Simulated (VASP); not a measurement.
# NbAs (F-43m) in VASP: a series of runs, part 2 of 2

VASP 6.6.1.

## (3) Single point, PBEsol, collinear spin, ferrimagnetic start

File INCAR:

```
SYSTEM = NbAs
PREC     = Accurate       ! precision mode
ENCUT    = 520            ! plane-wave cutoff, eV
EDIFF    = 1E-6           ! SCF threshold, eV
ISMEAR   = 0              ! smearing method
SIGMA    = 0.1            ! smearing width, eV
LREAL    = .False.        ! projectors in reciprocal space
LASPH    = .True.         ! aspherical terms in the spheres
NELM     = 150            ! most SCF steps
ALGO     = Normal         ! electronic algorithm
ISIF     = 2              ! what is computed and relaxed
LWAVE    = .False.        ! write WAVECAR
LCHARG   = .True.         ! write CHGCAR
ISPIN    = 2              ! spin polarisation
MAGMOM   = 0.53 -0.01     ! initial moments
LORBIT   = 11             ! projections on sites
NUPDOWN  = 0.75           ! fixed moment
LMAXMIX  = 4              ! l up to which the mixer works
GGA      = PS             ! functional
LELF     = .True.         ! ELF
LVHAR    = .True.       
NBANDS   = 20             ! bands
```

File KPOINTS:

```
regular mesh
0
Gamma
  12 12 12
  0 0 0
```

File POSCAR:

```
NbAs
1.0
    0.0000000000      2.8723581278      2.8723581278
    2.8723581278      0.0000000000      2.8723581278
    2.8723581278      2.8723581278      0.0000000000
Nb As
1 1
Direct
    0.0000000000      0.0000000000      0.0000000000
    0.2500000000      0.2500000000      0.2500000000
```

Potentials or basis: VASP PAW PBE potentials, release 64 (Nb_sv, As).

Run with:

```bash
> cat potpaw_PBE.64/Nb_sv/POTCAR potpaw_PBE.64/As/POTCAR > POTCAR
> mpirun -np 1 vasp_std > vasp.out
```

OUTCAR:

```text
SYSTEM = NbAs
   PREC = Accurate
   ENCUT = 520
   EDIFF = 1E-6
   ISMEAR = 0
   LREAL = .False.
   LASPH = .True.
   NELM = 150
   ISIF = 2
   ISPIN = 2
   LORBIT = 11
   NUPDOWN = 0.75
   GGA = PS

 ion  position               nearest neighbor table
   1  0.000  0.000  0.000-   2 2.49   2 2.49   2 2.49   2 2.49
   2  0.250  0.250  0.250-   1 2.49   1 2.49   1 2.49   1 2.49

  LATTYP: Found a face centered cubic cell.
 ALAT       =     5.7447162556

  Lattice vectors:

 A1 = (   0.0000000000,   2.8723581278,   2.8723581278)
 A2 = (   2.8723581278,   0.0000000000,   2.8723581278)
 A3 = (   2.8723581278,   2.8723581278,   0.0000000000)

Analysis of symmetry for initial positions (statically):
=====================================================================
 Subroutine PRICEL returns:
 Original cell was already a primitive cell.

 Routine SETGRP: Setting up the symmetry group for a
 face centered cubic supercell.

 Subroutine GETGRP returns: Found 24 space group operations
 (whereof 24 operations were pure point group operations)
 out of a pool of 48 trial point group operations.

The static configuration has the point symmetry T_d .

Analysis of symmetry for dynamics (positions and initial velocities):
=====================================================================
 Subroutine PRICEL returns:
 Original cell was already a primitive cell.

 Routine SETGRP: Setting up the symmetry group for a
 face centered cubic supercell.

 Subroutine GETGRP returns: Found 24 space group operations
 (whereof 24 operations were pure point group operations)
 out of a pool of 48 trial point group operations.

The dynamic configuration has the point symmetry T_d .

Analysis of structural, dynamic, and magnetic symmetry:
=====================================================================
 Subroutine PRICEL returns:
 Original cell was already a primitive cell.

 Routine SETGRP: Setting up the symmetry group for a
 face centered cubic supercell.

[... 147 lines left out ...]
  ---------------------------------------------------
  free energy    TOTEN  =       -15.30692408 eV

  energy without entropy =      -15.29205268  energy(sigma->0) =      -15.29948838

 E-fermi :   5.9235     XC(G=0): -10.2217

 val. band max:        6.0574951292   @ k =  -0.3333   0.4167   0.0833
 cond. band min:       5.9342613723   @ k =  -0.3333   0.2500   0.0833
 fundamental gap:     -0.1232337569
 Fermi energy:         6.0662302803

 spin component 1

 k-point     1 :       0.0000    0.0000    0.0000
  band No.  band energies     occupation
      1     -49.3985      1.00000
      2     -25.5317      1.00000
      3     -25.5317      1.00000
      4     -25.5317      1.00000
      5      -5.8421      1.00000
      6       2.4356      1.00000
[... 541 lines left out ...]
     19      19.5303      0.00000
     20      19.5602      0.00000

 [... further k-points ...]

 spin component 2

 k-point     1 :       0.0000    0.0000    0.0000
  band No.  band energies     occupation
      1     -49.0142      1.00000
      2     -25.0944      1.00000
      3     -25.0944      1.00000
      4     -25.0944      1.00000
      5      -5.7827      1.00000
      6       2.6418      1.00000
[... 541 lines left out ...]
     19      19.7329      0.00000
     20      19.7820      0.00000

 [... further k-points ...]

------------------------ aborting loop because EDIFF is reached ----------------------------------------

  FORCE on cell =-STRESS in cart. coord.  units (eV):
  Direction    XX          YY          ZZ          XY          YZ          ZX
  --------------------------------------------------------------------------------------
  -------------------------------------------------------------------------------------
  Total        0.3312778      0.3312778      0.3312778      0.0000000      0.0000000     -0.0000000
  in kB       11.1984313     11.1984313     11.1984313      0.0000000      0.0000000     -0.0000000
  external PRESSURE =      11.1984313 kB  Pullay stress =       0.0000000 kB

 VOLUME and BASIS-vectors are now :
 -----------------------------------------------------------------------------
  energy-cutoff  :      520.00
  volume of cell :       47.40
      direct lattice vectors                 reciprocal lattice vectors
     0.000000000  2.872358128  2.872358128    -0.174073001  0.174073001  0.174073001
     2.872358128  0.000000000  2.872358128     0.174073001 -0.174073001  0.174073001
     2.872358128  2.872358128  0.000000000     0.174073001  0.174073001 -0.174073001

 POSITION                                       TOTAL-FORCE (eV/Angst)
 -----------------------------------------------------------------------------------
      0.00000      0.00000      0.00000         0.000000      0.000000      0.000000
      1.43618      1.43618      1.43618        -0.000000     -0.000000     -0.000000
 -----------------------------------------------------------------------------------
    total drift:                                0.000000      0.000000      0.000000

  FREE ENERGIE OF THE ION-ELECTRON SYSTEM (eV)
  ---------------------------------------------------
  free  energy   TOTEN  =       -15.3069240765 eV

  energy  without entropy=      -15.2920526754  energy(sigma->0) =      -15.29948838

 total charge

# of ion       s       p       d       tot
------------------------------------------
    1        2.166   5.978   2.529  10.673
    2        1.216   1.690   0.065   2.970
--------------------------------------------------
tot          3.382   7.667   2.594  13.643

 magnetization (x)

# of ion       s       p       d       tot
------------------------------------------
    1        0.006   0.002   0.576   0.584
    2       -0.006  -0.028   0.018  -0.015
--------------------------------------------------
tot          0.001  -0.025   0.594   0.569
```

stdout:

```text
POSCAR found type information on POSCAR NbAs
 POSCAR found :  2 types and       2 ions
 scaLAPACK will be used
 -----------------------------------------------------------------------------
|                                                                             |
|                                                                             |
|     You enforced a specific xc type in the INCAR file but a different       |
|     I HOPE YOU KNOW WHAT YOU ARE DOING!                                     |
|                                                                             |
 -----------------------------------------------------------------------------

 LDA part: xc-table for (Slater+PW92), standard interpolation
 POSCAR, INCAR and KPOINTS ok, starting setup
 FFT: planning ... GRIDC
 FFT: planning ... GRID_SOFT
 FFT: planning ... GRID
 WAVECAR not read
 entering main loop
```

Run time: 55 s. Hardware: 1 thread of Intel Xeon 6975P-C (Granite Rapids), shared host; peak memory 0.25 GiB.

What came out:

```yaml
Free_energy: -15.3069 eV
Pressure: 1.1 GPa
Net_moment: 0.75 μB per cell
Site_moments: Nb +0.58; As -0.01 μB
Valence_electrons_inside_the_program's_atomic_spheres: Nb 10.67; As 2.97
```

Caveat: the PAW data sets were made with another functional, which shifts forces and pressure a little; the total moment is fixed, so each spin has its own Fermi level.
